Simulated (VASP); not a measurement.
Crystal: TaTl.

```xyz
6
Lattice="5.7239 0.0000 0.0000 -2.8620 4.9571 0.0000 0.0000 0.0000 4.6182" Properties=species:S:1:pos:R:3 pbc="T T T"
Ta    2.8620    0.0000    0.0000
Ta    1.4310    2.4785    0.0000
Ta   -1.4310    2.4785    0.0000
Tl    0.0000    0.0000    0.0000
Tl    0.0000    3.3047    2.3091
Tl    2.8620    1.6524    2.3091
```

```yaml
Program: VASP 6.6.1
Task: relaxation of cell and atoms
Functional: PBE
Potentials_or_basis: VASP PAW PBE potentials, release 64 (Ta_pv, Tl_d)
Cutoff: 600 eV
k_mesh: 6 × 6 × 4
Occupations: gaussian, width 0.1 eV
Spin: no spin polarisation
```

At the start: pressure 14.2 GPa; volume 21.84 Å³/atom.

Task: Where does the relaxation end?

Result: Over 8 steps the energy falls by 143.9 meV/atom and the volume is 24.48 Å³/atom (+12.1 %); space group P6/mmm (No. 191, to 0.1 Å) before and after.

Step by step:
| step | energy change (eV) | largest force (eV/Å) | pressure (GPa) | volume (Å³) |
| --- | --- | --- | --- | --- |
| 1 | 0.0000 | 0.0000 | 14.22 | 131.03 |
| 2 | 0.1229 | 0.0000 | -11.03 | 171.06 |
| 3 | -0.7502 | 0.0000 | -1.59 | 148.12 |
| 4 | -0.7509 | 0.0000 | -1.34 | 147.73 |
| 5 | -0.8629 | 0.0000 | 0.38 | 146.31 |
| 6 | -0.8629 | 0.0000 | 0.35 | 146.33 |
| 7 | -0.8631 | 0.0000 | -0.27 | 147.28 |
| 8 | -0.8635 | 0.0000 | 0.00 | 146.86 |

Final structure:
```
CELL_PARAMETERS angstrom
5.78317 0.00000 0.00000
-2.89159 5.00838 0.00000
0.00000 0.00000 5.07037
ATOMIC_POSITIONS crystal
Ta 0.50000 0.00000 0.00000
Ta 0.50000 0.50000 0.00000
Ta 0.00000 0.50000 0.00000
Tl 0.00000 0.00000 0.00000
Tl 0.33333 0.66667 0.50000
Tl 0.66667 0.33333 0.50000
```
